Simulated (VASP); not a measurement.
## Rh: relaxation of cell and atoms with PBEsol

Rh:

```
Rh
1.0
     2.57417    0.00000    0.00000
    -1.28708    2.22929    0.00000
     0.00000    0.00000    4.15155
Rh
2
Direct
  0.66667 0.33333 0.75000
  0.33333 0.66667 0.25000
```

This isn't the form of Rh at room conditions, which is fcc.

```yaml
Program: VASP 6.6.1
Task: relaxation of cell and atoms
Functional: PBEsol
Potentials_or_basis: VASP PAW PBE potentials, release 64 (Rh_pv)
Cutoff: 600 eV
k_mesh: 18 × 18 × 10
Occupations: gaussian, width 0.1 eV
Spin: no spin polarisation
Target_pressure: 50 GPa
Dipole_correction: no
Further_INCAR_settings: ALGO = Fast; EDIFF = 1e-07; IBRION = 2; EDIFFG = -0.008; NSW = 70; ISIF = 3
```

| Property | Result |
| --- | --- |
| Relaxed volume | 11.96 Å³/atom |
| Relaxed cell | a = 2.576 Å, b = 2.576 Å, c = 4.162 Å, α = 90.00°, β = 90.00°, γ = 120.00° |
| Space group after relaxing (to 0.1 Å) | P6_3/mmc (No. 194) |
| Energy change on relaxing (the run minimises the enthalpy) | -15.4 meV/atom |
| Ionic steps | 5 |
| Pressure after relaxing | 50.0 GPa |
| Band gap on the k mesh | zero (bands 15 and 16 overlap by 3.06 eV) |

Stress tensor (GPa, compression positive):
```
50.10  0.00  0.00
 0.00 50.10  0.00
 0.00  0.00 49.90
```

Step by step:
```tsv
step	energy change (eV)	largest force (eV/Å)	pressure (GPa)	volume (Å³)
1	0.0000	0.0000	52.22	23.82
2	-0.1647	0.0000	40.03	24.40
3	-0.0323	0.0000	49.91	23.93
4	-0.0316	0.0000	50.00	23.92
5	-0.0308	0.0000	50.04	23.92
```

Final structure:
```yaml
crystal:
  lattice:
    - [2.57606, 0.00000, 0.00000]
    - [-1.28803, 2.23094, 0.00000]
    - [0.00000, 0.00000, 4.16221]
  atoms:
    - { symbol: Rh, position: [0.66667, 0.33333, 0.75000] }
    - { symbol: Rh, position: [0.33333, 0.66667, 0.25000] }
```

Levels at points of the mesh, in eV from the Fermi level:
| k point | band 11 | band 12 | band 13 | band 14 | band 15 | band 16 | band 17 | band 18 | band 19 |
| --- | --- | --- | --- | --- | --- | --- | --- | --- | --- |
| (0.00, 0.00, 0.00) | -3.82 | -3.15 | -3.15 | -2.42 | -2.42 | 0.14 | 0.14 | 0.51 | 10.08 |
| (0.50, 0.00, 0.00) | -3.38 | -2.79 | -2.70 | 0.55 | 0.81 | 0.94 | 3.50 | 5.90 | 11.38 |
| (0.00, 0.00, 0.50) | -3.95 | -3.95 | -3.95 | -3.95 | -0.55 | -0.55 | -0.55 | -0.55 | 15.06 |
| (0.50, 0.00, 0.50) | -2.14 | -2.14 | -0.47 | -0.47 | 0.78 | 0.78 | 2.89 | 2.89 | 10.75 |

It took 4.7 min on 1 thread of Intel(R) Xeon(R) Platinum 8488C (Sapphire Rapids), with other jobs on the host, peak memory 0.23 GiB.

Caveat: the cell is relaxed towards a set pressure, so the run minimises the enthalpy, not the energy; the PAW data sets were made with another functional, which shifts forces and pressure a little.
